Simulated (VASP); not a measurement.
# Al (P6/mmm) in VASP: a series of runs

Aim: see how the results for Al move with the level of theory and the settings. Levels: HF, PBE0, PBEsol-based screened hybrid with 25 % exact exchange, PBEsol-based global hybrid with 25 % exact exchange. Tasks: relaxation of cell and atoms, single point.

Everything below comes from runs of VASP 6.6.1. Logs are shortened: lines on timing, memory, paths and dates and some standing lists are left out, and cuts for length are marked.

## (1) The cell of the first run

It takes space group P6/mmm (No. 191, hexagonal). Conventional cell: a = 4.492 Å, b = 4.492 Å, c = 2.723 Å, α = 90.00°, β = 90.00°, γ = 120.00°. Al (site symmetry -6m2) has 5 Al at 2.59 to 2.72 Å within 3.4 Å.

This isn't the form of Al at room conditions, which is fcc.

## (2) Relaxation of cell and atoms, HF

File POSCAR:

```
Al
1.0
    4.4916000000      0.0000000000      0.0000000000
   -2.2458000000      3.8898400000      0.0000000000
    0.0000000000      0.0000000000      2.7226000000
Al
2
Direct
    0.3333300000      0.6666700000      0.0000000000
    0.6666700000      0.3333300000      0.0000000000
```

File INCAR.step1:

```
SYSTEM = Al
PREC = Accurate
ENCUT = 600
EDIFF = 1E-5
ISMEAR = -1
SIGMA = 0.05
LREAL = .FALSE.
LASPH = .TRUE.
NELM = 60
ALGO = Normal
LWAVE = .TRUE.
LCHARG = .FALSE.
GGA = PE
NBANDS = 10
```

File INCAR.step2:

```
SYSTEM = Al
PREC = Accurate
ENCUT = 600
EDIFF = 1E-6
ISMEAR = -1
SIGMA = 0.05
LREAL = .FALSE.
LASPH = .TRUE.
NELM = 60
ALGO = Normal
ISIF = 3
LWAVE = .FALSE.
LCHARG = .FALSE.
GGA = PE
LHFCALC = .TRUE.
AEXX = 1.0
ALDAC = 0.0
AGGAC = 0.0
PRECFOCK = Normal
IBRION = 2
NSW = 60
EDIFFG = -0.01
ISTART = 1
```

File KPOINTS:

```
regular mesh
0
G
  4 4 5
  0 0 0
```

Potentials or basis: VASP PAW PBE potentials, release 64 (Al).

Run with:

```console
$ cat potpaw_PBE.64/Al/POTCAR > POTCAR
$ cp INCAR.step1 INCAR
$ mpirun -np 1 vasp_std > vasp.out
$ cp INCAR.step2 INCAR
$ mpirun -np 1 vasp_std > vasp.out
```

OUTCAR:

```text
SYSTEM = Al
   PREC = Accurate
   ENCUT = 600
   EDIFF = 1E-6
   ISMEAR = -1
   LREAL = .FALSE.
   LASPH = .TRUE.
   NELM = 60
   ISIF = 3
   GGA = PE
   LHFCALC = .TRUE.
   AEXX = 1.0
   PRECFOCK = Normal
   IBRION = 2
   NSW = 60
   EDIFFG = -0.01
   ISTART = 1

 ion  position               nearest neighbor table
   1  0.333  0.667  0.000-   2 2.59   2 2.59   2 2.59
   2  0.667  0.333  0.000-   1 2.59   1 2.59   1 2.59

  LATTYP: Found a hexagonal cell.
 ALAT       =     4.4916000000
 C/A-ratio  =     0.6061537091

  Lattice vectors:

 A1 = (   4.4916000000,   0.0000000000,   0.0000000000)
 A2 = (  -2.2458000000,   3.8898400000,   0.0000000000)
 A3 = (   0.0000000000,   0.0000000000,   2.7226000000)

Analysis of symmetry for initial positions (statically):
=====================================================================
 Subroutine PRICEL returns:
 Original cell was already a primitive cell.

 Routine SETGRP: Setting up the symmetry group for a
 hexagonal supercell.

 Subroutine GETGRP returns: Found  8 space group operations
 (whereof  8 operations were pure point group operations)
 out of a pool of 24 trial point group operations.

The static configuration has the point symmetry D_2h.

Analysis of symmetry for dynamics (positions and initial velocities):
=====================================================================
 Subroutine PRICEL returns:
 Original cell was already a primitive cell.

 Routine SETGRP: Setting up the symmetry group for a
 hexagonal supercell.

 Subroutine GETGRP returns: Found  8 space group operations
 (whereof  8 operations were pure point group operations)
 out of a pool of 24 trial point group operations.

The dynamic configuration has the point symmetry D_2h.

 Subroutine INISYM returns: Found  8 space group operations
 (whereof  8 operations are pure point group operations),
 and found     1 'primitive' translations

----------------------------------------------------------------------------------------

                                     Primitive cell

  volume of cell :      47.5682

  direct lattice vectors                    reciprocal lattice vectors
     4.491600000  0.000000000  0.000000000     0.222637813  0.128539991  0.000000000
    -2.245800000  3.889840000  0.000000000     0.000000000  0.257079983  0.000000000
     0.000000000  0.000000000  2.722600000     0.000000000  0.000000000  0.367295967

  length of vectors
     4.491600000  4.491600257  2.722600000     0.257079997  0.257079983  0.367295967

  position of ions in fractional coordinates (direct lattice)
     0.333330000  0.666670000  0.000000000
     0.666670000  0.333330000  0.000000000

  ion indices of the primitive-cell ions
   primitive index   ion index
                 1           1
                 2           2

----------------------------------------------------------------------------------------

 KPOINTS: regular mesh

Automatic generation of k-mesh.
 Grid dimensions read from file:
 generate k-points for:    4    4    5

 Generating k-lattice:

  Cartesian coordinates                     Fractional coordinates (reciprocal lattice)
     0.055659453  0.032134998  0.000000000     0.250000000  0.000000000  0.000000000
     0.000000000  0.064269996  0.000000000     0.000000000  0.250000000  0.000000000
     0.000000000  0.000000000  0.073459193     0.000000000  0.000000000  0.200000000

  Length of vectors
     0.064269999  0.064269996  0.073459193

  Shift w.r.t. Gamma in fractional coordinates (k-lattice)
     0.000000000  0.000000000  0.000000000

 Subroutine IBZKPT returns following result:
 ===========================================

 Found     21 irreducible k-points:

 Following reciprocal coordinates:
            Coordinates               Weight
  0.000000  0.000000  0.000000      1.000000
  0.250000  0.000000  0.000000      4.000000
 -0.250000  0.250000  0.000000      2.000000
  0.500000  0.000000  0.000000      2.000000
  0.500000  0.500000  0.000000      1.000000
  0.250000  0.250000  0.000000      2.000000
[... 13 lines left out ...]
  0.250000  0.250000  0.400000      4.000000
 -0.250000  0.500000  0.400000      8.000000
   k-points           NKPTS =     21   k-points in BZ     NKDIM =     80   number of bands    NBANDS=      7
   number of dos      NEDOS =    301   number of ions     NIONS =      2
   total plane-waves  NPLWV =  31104
   dimension x,y,z NGX =    36 NGY =   36 NGZ =   24
   dimension x,y,z NGXF=    72 NGYF=   72 NGZF=   48
   ions per type =               2
   NGX,Y,Z   is equivalent  to a cutoff of  13.32, 13.32, 14.65 a.u.
   NGXF,Y,Z  is equivalent  to a cutoff of  26.65, 26.65, 29.31 a.u.
 SYSTEM =  Al
   PREC   = accura    normal or accurate (medium, high low for compatibility)
   ISTART =      1    job   : 0-new  1-cont  2-samecut
   ICHARG =      0    charge: 1-file 2-atom 10-const
   ISPIN  =      1    spin polarized calculation?
   LNONCOLLINEAR =      F non collinear calculations
   LSORBIT =      F    spin-orbit coupling
   LASPH  =      T    aspherical Exc in radial PAW
   ENCUT  =  600.0 eV  44.10 Ry    6.64 a.u.   8.97  8.97  5.44*2*pi/ulx,y,z
   NELM   =     60;   NELMIN=  2; NELMDL=  0     # of ELM steps
   EDIFF  = 0.1E-05   stopping-criterion for ELM
   LREAL  =      F    real-space projection
   EDIFFG = -.1E-01   stopping-criterion for IOM
   NSW    =     60    number of steps for IOM
   IBRION =      2    ionic relax: 0-MD 1-quasi-New 2-CG
   NFREE  =      1    steps in history (QN), initial steepest desc. (CG)
   ISIF   =      3    stress and relaxation
   ISYM   =      3    0-nonsym 1-usesym 2-fastsym
   POTIM  = 0.5000    time-step for ionic-motion
   TEBEG  =    0.0;   TEEND  =   0.0 temperature during run
   PSTRESS=    0.0 pullay stress
   NELECT =       6.0000    total number of electrons
   NUPDOWN=      -1.0000    fix difference up-down
   EMIN   =  10.00;   EMAX   =-10.00  energy-range for DOS
   EFERMI =   0.00;   METHOD = LEGACY
   ISMEAR =    -1;   SIGMA  =   0.05  broadening in eV -4-tet -1-fermi 0-gaus
   EFERMI_NEDOS =   21; number of points for ismear=-14 and -15
   IALGO  =     38    algorithm
   IMIX   =      1    mixing-type and parameters
     AMIX     =   0.40;   BMIX     =  1.00
     AMIX_MAG =   1.60;   BMIX_MAG =  1.00
  volume/ion in A,a.u.               =      23.78       160.50
  Fermi-wavevector in a.u.,A,eV,Ry     =   0.821019  1.551500  9.171302  0.674072
  Thomas-Fermi vector in A             =   1.932104
   LORBIT       =      0    0 simple, 1 ext, 2 COOP (PROOUT), +10 PAW based schemes
   GGA     = PE    functional components
   LHFCALC =     T    Hartree Fock is set to
   PRECFOCK=normal    Normal, Fast or Accurate (Low or Medium for compatibility)
   ENCUT4O =  -1.0   cutoff for four orbital integrals eV
   NKREDX  =     1    reduce k-point grid by
   NKREDY  =     1    reduce k-point grid by
   NKREDZ  =     1    reduce k-point grid by
   AEXX    =    1.0000 exact exchange contribution
   HFSCREEN=    0.0000 screening length (either q_TF or 0.3 A-1)
   HFSCREENC=   0.0000 screening length for correlation (either q_TF or 0.3 A-1)
   ENCUTFOCK=  -1.0 apply spherical cutoff to Coloumb kernel
   IVDW    =     0    specifies the selected vdW correction
   LEPSILON=     F    determine dielectric tensor
   LRPA    =     F    only Hartree local field effects (RPA)
 conjugate gradient relaxation of ions
 non-spin polarized calculation
  energy-cutoff  :      600.00
  volume of cell :       47.57
 maximum number of plane-waves:      1603
  NGX = 28; NGY = 28; NGZ = 18

--------------------------------------- Ionic step        1  -------------------------------------------

 number of electron       6.0000000 magnetization

 Free energy of the ion-electron system (eV)
  ---------------------------------------------------
  ext. energy  EPLUGINS =         0.00000000
  ---------------------------------------------------
  free energy    TOTEN  =       -13.33115584 eV

  energy without entropy =      -13.32942297  energy(sigma->0) =      -13.33028941

 E-fermi :   5.1990     XC(G=0):   0.0000

 val. band max:        3.8623084062   @ k =   0.0000   0.0000   0.2000
 cond. band min:       5.1989888350   @ k =   0.0000   0.0000   0.2000
 fundamental gap:      1.3366804288
 Fermi energy:         5.1989888347

 k-point     1 :       0.0000    0.0000    0.0000
  band No.  band energies     occupation
      1     -11.3426      2.00000
      2       1.3916      2.00000
      3       2.4996      2.00000
      4       2.7324      2.00000
      5      10.8680      0.00000
      6      10.8836      0.00000
      7      13.4858      0.00000

 k-point     2 :       0.2500    0.0000    0.0000
  band No.  band energies     occupation
      1     -10.5561      2.00000
      2      -3.4300      2.00000
      3       1.6619      2.00000
      4       7.5543      0.00000
      5      11.6476      0.00000
      6      13.1980      0.00000
      7      17.1100      0.00000
[... 282 lines left out ...]
 POSITION                                       TOTAL-FORCE (eV/Angst)
 -----------------------------------------------------------------------------------
     -0.00268      2.84971      0.00000        -0.030278      0.017481      0.000000
      2.46926      1.42254      0.00000         0.030278     -0.017481     -0.000000
 -----------------------------------------------------------------------------------
    total drift:                                0.000000     -0.000000     -0.000000

  FREE ENERGIE OF THE ION-ELECTRON SYSTEM (eV)
  ---------------------------------------------------
  free  energy   TOTEN  =       -13.7026873995 eV

  energy  without entropy=      -13.7009545315  energy(sigma->0) =      -13.70182097

[... ionic steps 4 to 7 ...]

--------------------------------------- Ionic step        8  -------------------------------------------

 number of electron       6.0000000 magnetization

------------------------ aborting loop because EDIFF is reached ----------------------------------------

  FORCE on cell =-STRESS in cart. coord.  units (eV):
  Direction    XX          YY          ZZ          XY          YZ          ZX
  --------------------------------------------------------------------------------------
  -------------------------------------------------------------------------------------
  Total        0.0011445      0.0036685      0.0064006      0.0021859      0.0000000      0.0000000
  in kB        0.0277586      0.0889762      0.1552393      0.0530160      0.0000000      0.0000000
  external PRESSURE =       0.0906581 kB  Pullay stress =       0.0000000 kB

 VOLUME and BASIS-vectors are now :
 -----------------------------------------------------------------------------
  energy-cutoff  :      600.00
  volume of cell :       66.06
      direct lattice vectors                 reciprocal lattice vectors
     5.006545316  0.005738668  0.000000000     0.199606784  0.114938160  0.000000000
    -2.498302825  4.338665163  0.000000000    -0.000264016  0.230333610  0.000000000
     0.000000000  0.000000000  3.039127597     0.000000000  0.000000000  0.329041795
[... 37 lines left out ...]
 POSITION                                       TOTAL-FORCE (eV/Angst)
 -----------------------------------------------------------------------------------
     -0.00528      2.89975      3.03960        -0.015332      0.008852      0.000000
      2.51390      1.44530      0.00000         0.015332     -0.008852     -0.000000
 -----------------------------------------------------------------------------------
    total drift:                               -0.000000      0.000000     -0.000000

  FREE ENERGIE OF THE ION-ELECTRON SYSTEM (eV)
  ---------------------------------------------------
  free  energy   TOTEN  =       -13.7090920787 eV

  energy  without entropy=      -13.7073592107  energy(sigma->0) =      -13.70822564

--------------------------------------- Ionic step       10  -------------------------------------------

 number of electron       6.0000000 magnetization

 Free energy of the ion-electron system (eV)
  ---------------------------------------------------
  ext. energy  EPLUGINS =         0.00000000
  ---------------------------------------------------
  free energy    TOTEN  =       -13.70913777 eV

  energy without entropy =      -13.70740490  energy(sigma->0) =      -13.70827133

 E-fermi :   3.3765     XC(G=0):   0.0000

 val. band max:        1.8243062434   @ k =   0.2500   0.0000   0.2000
 cond. band min:       3.3764589450   @ k =   0.0000   0.0000   0.2000
 fundamental gap:      1.5521527016
 Fermi energy:         3.3764589448

 k-point     1 :       0.0000    0.0000    0.0000
  band No.  band energies     occupation
      1     -11.3075      2.00000
      2      -2.3672      2.00000
      3       1.2565      2.00000
      4       1.6380      2.00000
      5       8.4739      0.00000
      6       8.5590      0.00000
      7      10.4561      0.00000

 k-point     2 :       0.2500    0.0000    0.0000
  band No.  band energies     occupation
      1     -10.7015      2.00000
      2      -5.2331      2.00000
      3       0.6257      2.00000
      4       5.0915      0.00000
      5       8.6791      0.00000
      6      10.3327      0.00000
      7      13.5085      0.00000
[... 210 lines left out ...]
 POSITION                                       TOTAL-FORCE (eV/Angst)
 -----------------------------------------------------------------------------------
     -0.00794      2.90258      0.00000        -0.001017      0.000587      0.000000
      2.51768      1.44442      0.00000         0.001017     -0.000587     -0.000000
 -----------------------------------------------------------------------------------
    total drift:                                0.000000     -0.000000      0.000000

  FREE ENERGIE OF THE ION-ELECTRON SYSTEM (eV)
  ---------------------------------------------------
  free  energy   TOTEN  =       -13.7091377671 eV

  energy  without entropy=      -13.7074048992  energy(sigma->0) =      -13.70827133

 reached required accuracy - stopping structural energy minimisation
```

It took 29 min on 1 thread of Intel Xeon Platinum 8488C (Sapphire Rapids), shared host; peak memory 0.18 GiB.

Results:

```yaml
Free_energy: -13.7091 eV
Relaxed_volume: 33.07 Å³/atom
Relaxed_cell: a = 5.007 Å, b = 5.007 Å, c = 3.041 Å, α = 90.00°, β = 90.00°, γ = 119.84°
Space_group_after_relaxing_to_0.1_Å: P6/mmm (No. 191)
Energy_gained_by_relaxing: 189.0 meV/atom
Ionic_steps: 10
Pressure_after_relaxing: 0.0 GPa
Band_gap_on_the_k_mesh: zero (bands 3 and 4 overlap by 1.74 eV)
```

The path:
| step | energy change (eV) | largest force (eV/Å) | pressure (GPa) | volume (Å³) |
| --- | --- | --- | --- | --- |
| 1 | 0.0000 | 0.0790 | 9.50 | 47.57 |
| 2 | -0.3129 | 0.0429 | 1.43 | 57.95 |
| 3 | -0.3715 | 0.0350 | 0.61 | 63.64 |
| 4 | -0.3170 | 0.0261 | -1.59 | 76.10 |
| 5 | -0.3754 | 0.0302 | -0.08 | 66.37 |
| 6 | -0.3756 | 0.0306 | 0.04 | 65.88 |
| 7 | -0.3779 | 0.0232 | 0.00 | 66.06 |
| 8 | -0.3779 | 0.0222 | 0.01 | 66.06 |
| 9 | -0.3779 | 0.0177 | 0.01 | 66.08 |
| 10 | -0.3780 | 0.0012 | -0.01 | 66.14 |

Final structure:
```
CELL_PARAMETERS angstrom
5.00745 0.00695 0.00000
-2.49770 4.34005 0.00000
0.00000 0.00000 3.04102
ATOMIC_POSITIONS crystal
Al 0.33174 0.66826 0.00000
Al 0.66826 0.33174 0.00000
```

Levels at points of the mesh, in eV from the Fermi level:
```tsv
k point	band 1	band 2	band 3	band 4	band 5	band 6	band 7
(0.00, 0.00, 0.00)	-14.68	-5.74	-2.12	-1.74	5.10	5.18	7.08
(0.50, 0.00, 0.00)	-12.89	-10.96	-3.42	1.52	9.05	9.75	10.47
(0.50, 0.50, 0.00)	-12.94	-10.83	-3.54	1.45	9.09	9.85	10.47
```

Caveat: the k points lie up to 0.41 Å⁻¹ apart in the final cell, too coarse for converged energies and pressures of a metal; the volume moved by over 15 % at a fixed basis, so the end points are rough; the PAW data sets were made with another functional, which shifts forces and pressure a little.

## (3) Relaxation of cell and atoms, PBE0

POSCAR is that of step 2.

File INCAR.step1:

```
SYSTEM = Al
ALGO = Normal
EDIFF = 1E-5
ENCUT = 600
GGA = PE
ISMEAR = -1
LASPH = .TRUE.
LCHARG = .FALSE.
LREAL = .FALSE.
LWAVE = .TRUE.
NBANDS = 10
NELM = 80
PREC = Accurate
SIGMA = 0.05
```

File INCAR.step2:

```
SYSTEM = Al
AEXX = 0.25
ALGO = Normal
EDIFF = 1E-6
EDIFFG = -0.01
ENCUT = 600
GGA = PE
IBRION = 2
ISIF = 3
ISMEAR = -1
ISTART = 1
LASPH = .TRUE.
LCHARG = .FALSE.
LHFCALC = .TRUE.
LREAL = .FALSE.
LWAVE = .FALSE.
NELM = 80
NSW = 60
PREC = Accurate
PRECFOCK = Normal
SIGMA = 0.05
```

File KPOINTS:

```
k-points
0
G
  4 4 5
  0 0 0
```

Potentials or basis: VASP PAW PBE potentials, release 64 (Al).

Run with:

```console
$ cat potpaw_PBE.64/Al/POTCAR > POTCAR
$ cp INCAR.step1 INCAR
$ mpirun -np 1 vasp_std > vasp.out
$ cp INCAR.step2 INCAR
$ mpirun -np 1 vasp_std > vasp.out
```

Run time: 12 min. Hardware: 1 thread of AMD EPYC 7R13 (Zen 3), shared host; peak memory 0.15 GiB.

It converged, with:

```
Free energy                           : -7.6866 eV
Relaxed volume                        : 24.69 Å³/atom
Relaxed cell                          : a = 4.529 Å, b = 4.529 Å, c = 2.779 Å, α = 90.00°, β = 90.00°, γ = 120.00°
Space group after relaxing (to 0.1 Å) : P6/mmm (No. 191)
Energy gained by relaxing             : 6.6 meV/atom
Ionic steps                           : 7
Pressure after relaxing               : 0.0 GPa
Band gap on the k mesh                : zero (bands 3 and 4 overlap by 2.70 eV)
```

Step by step:
| step | energy change (eV) | largest force (eV/Å) | pressure (GPa) | volume (Å³) |
| --- | --- | --- | --- | --- |
| 1 | 0.0000 | 0.0001 | 1.87 | 47.57 |
| 2 | -0.0129 | 0.0000 | -0.07 | 49.51 |
| 3 | -0.0130 | 0.0000 | 0.10 | 49.31 |
| 4 | -0.0130 | 0.0000 | 0.12 | 49.28 |
| 5 | -0.0131 | 0.0000 | 0.00 | 49.41 |
| 6 | -0.0131 | 0.0000 | 0.02 | 49.37 |
| 7 | -0.0131 | 0.0000 | 0.03 | 49.37 |

Final structure:
```cif
data_structure
_symmetry_space_group_name_H-M 'P 1'
_symmetry_Int_Tables_number 1
_cell_length_a 4.5289
_cell_length_b 4.5289
_cell_length_c 2.7794
_cell_angle_alpha 90.000
_cell_angle_beta 90.000
_cell_angle_gamma 120.000
_cell_volume 49.37
loop_
_atom_site_label
_atom_site_type_symbol
_atom_site_fract_x
_atom_site_fract_y
_atom_site_fract_z
_atom_site_occupancy
Al1 Al 0.33333 0.66667 0.00000 1
Al2 Al 0.66667 0.33333 0.00000 1
```

Levels at points of the mesh, in eV from the Fermi level:
| k point | band 1 | band 2 | band 3 | band 4 | band 5 | band 6 |
| --- | --- | --- | --- | --- | --- | --- |
| (0.00, 0.00, 0.00) | -10.44 | -1.36 | -1.36 | -0.43 | 3.07 | 3.07 |
| (0.50, 0.00, 0.00) | -8.62 | -7.05 | -2.58 | 0.78 | 8.33 | 8.67 |
| (0.50, 0.50, 0.00) | -8.62 | -7.05 | -2.58 | 0.78 | 8.33 | 8.67 |

Caveat: the k points lie up to 0.45 Å⁻¹ apart in the final cell, too coarse for converged energies and pressures of a metal; the PAW data sets were made with another functional, which shifts forces and pressure a little.

(Part 1 of 2 ends here.)
